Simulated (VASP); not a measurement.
# Si2Mo (I4/mmm) in VASP: a series of runs, part 2 of 2

VASP 6.6.1. The steps go on from the part before.

### 3 Single point, PBEsol (strain -0.050 along x and y, +0.000 along z)

INCAR

```
SYSTEM = Si2Mo
  PREC = Accurate
  ENCUT = 520
  EDIFF = 1E-7
  ISMEAR = 0
  SIGMA = 0.15
  LREAL = .FALSE.
  LASPH = .TRUE.
  NELM = 100
  ALGO = Normal
  ISIF = 2
  LWAVE = .FALSE.
  LCHARG = .FALSE.
  GGA = PS
  NBANDS = 18
```

KPOINTS

```
regular mesh
0
G
  20 20 20
  0 0 0
```

POSCAR

```
Si2Mo
1.0
   -1.5152833265      1.5152833265      3.9106920000
    1.5152833265     -1.5152833265      3.9106920000
    1.5152833265      1.5152833265     -3.9106920000
Si Mo
2 1
Direct
    0.3350596655      0.3350596655      0.0000000000
    0.6649403345      0.6649403345      0.0000000000
    0.0000000000      0.0000000000      0.0000000000
```

Potentials or basis: VASP PAW PBE potentials, release 64 (Si, Mo_sv).

On the command line:

```bash
cat potpaw_PBE.64/Si/POTCAR potpaw_PBE.64/Mo_sv/POTCAR > POTCAR
mpirun -np 1 vasp_std > vasp.out
```

OUTCAR:

```text
SYSTEM = Si2Mo
   PREC = Accurate
   ENCUT = 520
   EDIFF = 1E-7
   ISMEAR = 0
   LREAL = .FALSE.
   LASPH = .TRUE.
   NELM = 100
   ISIF = 2
   GGA = PS

 ion  position               nearest neighbor table
   1  0.335  0.335  0.000-   3 2.50   3 2.50   3 2.50   3 2.50   2 2.52   2 2.52   2 2.52   2 2.52
                             2 2.58   3 2.62
   2  0.665  0.665  0.000-   3 2.50   3 2.50   3 2.50   3 2.50   1 2.52   1 2.52   1 2.52   1 2.52
                             1 2.58   3 2.62
   3  0.000  0.000  0.000-   2 2.50   2 2.50   2 2.50   1 2.50   2 2.50   1 2.50   1 2.50   1 2.50
                             1 2.62   2 2.62

  LATTYP: Found a body centered tetragonal cell.
 ALAT       =     3.0305666530
 C/A-ratio  =     2.5808321992

  Lattice vectors:

 A1 = (  -1.5152833265,   1.5152833265,   3.9106920000)
 A2 = (   1.5152833265,  -1.5152833265,   3.9106920000)
 A3 = (   1.5152833265,   1.5152833265,  -3.9106920000)

Analysis of symmetry for initial positions (statically):
=====================================================================
 Subroutine PRICEL returns:
 Original cell was already a primitive cell.

 Routine SETGRP: Setting up the symmetry group for a
 body centered tetragonal supercell.

[... 165 lines left out ...]
  free energy    TOTEN  =       -24.68522334 eV

  energy without entropy =      -24.68170159  energy(sigma->0) =      -24.68346247

 E-fermi :  14.0674     XC(G=0): -13.0604

 val. band max:       14.0672773325   @ k =  -0.3500   0.4500   0.3500
 cond. band min:      14.0738422235   @ k =  -0.4500   0.5000   0.2500
 fundamental gap:      0.0065648910
 Fermi energy:        14.0674104502

 k-point     1 :       0.0000    0.0000    0.0000
  band No.  band energies     occupation
      1     -46.4883      2.00000
      2     -20.7973      2.00000
      3     -20.5642      2.00000
      4     -20.5642      2.00000
      5      -0.3956      2.00000
      6       6.7379      2.00000
[... 481 lines left out ...]
      5       1.8808      2.00000
      6       5.9043      2.00000
[... 10 lines left out ...]
     17      21.8294      0.00000
     18      23.6334      0.00000

 [... further k-points ...]
[... 5 lines left out ...]
  --------------------------------------------------------------------------------------
  -------------------------------------------------------------------------------------
  Total        7.8800074      7.8800074      3.2267917      0.0000000     -0.0000000      0.0000000
  in kB      351.5085667    351.5085667    143.9395784      0.0000000     -0.0000000      0.0000000
  external PRESSURE =     282.3189039 kB  Pullay stress =       0.0000000 kB

 VOLUME and BASIS-vectors are now :
 -----------------------------------------------------------------------------
  energy-cutoff  :      520.00
  volume of cell :       35.92
      direct lattice vectors                 reciprocal lattice vectors
    -1.515283327  1.515283327  3.910692000     0.000000000  0.329971294  0.127854610
     1.515283327 -1.515283327  3.910692000     0.329971294  0.000000000  0.127854610
     1.515283327  1.515283327 -3.910692000     0.329971294  0.329971294  0.000000000

 POSITION                                       TOTAL-FORCE (eV/Angst)
 -----------------------------------------------------------------------------------
      0.00000      0.00000      2.62063         0.000000      0.000000     -0.270843
      0.00000      0.00000      5.20075        -0.000000     -0.000000      0.270843
      0.00000      0.00000      0.00000        -0.000000     -0.000000      0.000000
 -----------------------------------------------------------------------------------
    total drift:                               -0.000000      0.000000      0.000000

  FREE ENERGIE OF THE ION-ELECTRON SYSTEM (eV)
  ---------------------------------------------------
  free  energy   TOTEN  =       -24.6852233428 eV

  energy  without entropy=      -24.6817015948  energy(sigma->0) =      -24.68346247
```

Wall time 7 min (1 thread of AMD EPYC 9R45 (Zen 5), shared host); peak memory 0.48 GiB.

Results:

```yaml
Free_energy: -24.6852 eV
Pressure: 28.2 GPa
Largest_force: 0.271 eV/Å
Band_gap_on_the_k_mesh: zero (bands 11 and 12 overlap by 1.06 eV)
```

Forces on the atoms (eV/Å):
```
Si   0.000  0.000 -0.271
Si   0.000  0.000  0.271
Mo   0.000  0.000  0.000
```

Levels at points of the mesh, in eV from the Fermi level:
```csv
k point,band 8,band 9,band 10,band 11,band 12,band 13,band 14,band 15
"(0.00, 0.00, 0.00)",-3.83,-2.76,-2.76,0.65,2.70,4.13,4.21,4.21
"(0.50, 0.00, 0.00)",-4.96,-3.22,-2.74,-0.58,2.77,3.60,3.80,4.57
"(0.50, 0.50, 0.00)",-5.20,-4.90,-3.97,-1.18,2.94,3.00,3.01,3.11
"(0.50, 0.50, 0.50)",-2.72,-0.79,-0.79,-0.15,-0.15,0.78,4.17,5.78
```

Caveat: the cell differs from its parent crystal (strain -0.050 along x and y, +0.000 along z); the cell stands under pressure; the PAW data sets were made with another functional, which shifts forces and pressure a little.

### 4 Single point, PBEsol (strain -0.025 along x and y, -0.050 along z)

INCAR

```
PREC = Accurate
ENCUT = 520
EDIFF = 1E-6
ISMEAR = 0
SIGMA = 0.15
LREAL = F
LASPH = T
NELM = 80
ALGO = Normal
ISIF = 2
LWAVE = F
LCHARG = F
GGA = PS
NBANDS = 18
```

KPOINTS

```
regular mesh
0
Gamma
  20 20 20
```

POSCAR

```
Si2Mo
1.0
   -1.5551592035      1.5551592035      3.7151574000
    1.5551592035     -1.5551592035      3.7151574000
    1.5551592035      1.5551592035     -3.7151574000
Si Mo
2 1
Direct
    0.3350596655      0.3350596655      0.0000000000
    0.6649403345      0.6649403345      0.0000000000
    0.0000000000      0.0000000000      0.0000000000
```

On the command line:

```bash
cat potpaw_PBE.64/Si/POTCAR potpaw_PBE.64/Mo_sv/POTCAR > POTCAR
mpirun -np 1 vasp_std > vasp.out
```

Wall time 3.5 min (1 thread of AMD EPYC 9R45 (Zen 5), shared host); peak memory 0.46 GiB.

Results (log left out):

```
Free energy            : -24.7160 eV
Pressure               : 29.7 GPa
Largest force          : 0.261 eV/Å
Band gap on the k mesh : zero (bands 11 and 12 overlap by 1.04 eV)
```

Forces on the atoms (eV/Å):
```
Si   0.000  0.000 -0.261
Si   0.000  0.000  0.261
Mo   0.000  0.000  0.000
```

Stress tensor (GPa, compression positive):
```
23.75  0.00  0.00
 0.00 23.75  0.00
 0.00  0.00 41.65
```

Levels at points of the mesh, in eV from the Fermi level:
```tsv
k point	band 8	band 9	band 10	band 11	band 12	band 13	band 14	band 15
(0.00, 0.00, 0.00)	-2.98	-2.98	-2.77	0.36	2.81	3.75	3.75	3.89
(0.50, 0.00, 0.00)	-4.67	-2.98	-2.84	-0.66	2.63	3.26	4.82	5.26
(0.50, 0.50, 0.00)	-5.02	-4.81	-3.28	-1.14	2.68	3.34	4.03	4.11
(0.50, 0.50, 0.50)	-2.45	-0.57	-0.57	-0.52	-0.52	0.55	5.81	6.31
```

Caveat: the cell differs from its parent crystal (strain -0.025 along x and y, -0.050 along z); the cell stands under pressure; the PAW data sets were made with another functional, which shifts forces and pressure a little.

### 5 The runs side by side

```csv
cell,gap on the mesh (eV),pressure (GPa),largest force (eV/Å)
"a = 4.374 Å, angles 139.5, 139.5, 58.7°, 3 atoms",none,37.4,0.36
"a = 4.459 Å, angles 140.3, 140.3, 57.4°, 3 atoms",none,28.2,0.27
"a = 4.317 Å, angles 137.8, 137.8, 61.3°, 3 atoms",none,29.7,0.26
```

Alike in all rows: task single point; level PBEsol; potentials or basis VASP PAW PBE potentials, release 64 (Si, Mo_sv); no spin polarisation; k mesh 20 × 20 × 20; cutoff (eV) 520; smearing gaussian 0.15 eV.

Caveats: the cell stands under pressure; the PAW data sets were made with another functional, which shifts forces and pressure a little.

Absolute energies hang on the potentials; compare differences alone.
